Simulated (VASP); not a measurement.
A run of VASP 6.6.1 is set up as follows.

File INCAR:

```
  PREC = Accurate
  ENCUT = 520
  EDIFF = 1E-6
  ISMEAR = 0
  SIGMA = 0.1
  LREAL = F
  LASPH = T
  NELM = 60
  ALGO = Fast
  ISIF = 2
  LWAVE = F
  LCHARG = F
  GGA = PS
  NBANDS = 12
  ISYM = 0
```

File KPOINTS:

```
Automatic mesh
0
Gamma
  15 15 16
```

POSCAR

```
Nb
1.0
    0.0000000000      2.0617020000      2.0617020000
    2.0617020000      0.0000000000      2.0617020000
    2.3155020000      2.3155020000     -0.2538000000
Nb
1
Direct
    0.0000000000      0.0000000000      0.0000000000
```

Potentials or basis: VASP PAW PBE potentials, release 64 (Nb_sv).

Launch:

```bash
$ cat potpaw_PBE.64/Nb_sv/POTCAR > POTCAR
$ mpirun -np 1 vasp_std > vasp.out
```

(1) Estimate the band gap on the k mesh.

(2) Predict the pressure.

## Answers

(1) zero (an odd number of electrons rules out a gap without spin polarisation).

(2) -18.1 GPa.

Caveat: the cell differs from its parent crystal (strained); the cell stands under tension; the PAW data sets were made with another functional, which shifts forces and pressure a little.
